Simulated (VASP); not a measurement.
Write the native input for VASP 6.6.1 that does the following.

- Task: single point
- Functional: PBE
- Potentials or basis: VASP PAW PBE potentials, release 64 (B, N)
- Cutoff: 600 eV
- k mesh: 12 × 12 × 12
- Occupations: gaussian, width 0.05 eV
- Spin: no spin polarisation
- Dipole correction: no
- Further INCAR settings: ALGO = Normal; EDIFF = 1e-06; NBANDS = 11

The structure of BN lies in POSCAR:

```
BN
1.0
    0.0000000000      1.9573363945      1.6673606323
    1.9573363945      0.0000000000      1.6673606323
    1.9573363945      1.9573363945      0.0000000000
B N
1 1
Direct
    0.0000000000      0.0000000000      0.0000000000
    0.7500000000      0.7500000000      0.7500000000
```

This cell differs from its parent crystal: strain +0.080 along x and y, -0.080 along z.

These files were run (other wordings do the same):

INCAR

```
SYSTEM = BN
PREC = Accurate
ENCUT = 600
EDIFF = 1E-6
ISMEAR = 0
SIGMA = 0.05
LREAL = .False.
LASPH = .True.
NELM = 120
ALGO = Normal
ISIF = 2
LWAVE = .False.
LCHARG = .True.
GGA = PE
LELF = .True.
LVHAR = .True.
NBANDS = 11
GGA_COMPAT = .False.
```

KPOINTS

```
Automatic mesh
0
Gamma
  12 12 12
  0 0 0
```

Potentials or basis: VASP PAW PBE potentials, release 64 (B, N).

The run is started by

```sh
$ cat potpaw_PBE.64/B/POTCAR potpaw_PBE.64/N/POTCAR > POTCAR
$ mpirun -np 1 vasp_std > vasp.out
```

Results of the run:

```json
{
  "Pressure": "-23.6 GPa",
  "Band gap on the k mesh": "2.19 eV (least direct gap 7.14 eV)"
}
```

Caveat: the cell differs from its parent crystal (strain +0.080 along x and y, -0.080 along z); the cell stands under tension.

Wall time 9.6 s on 1 thread of Intel(R) Xeon(R) 6975P-C (Granite Rapids), with other jobs on the host, peak memory 0.14 GiB.
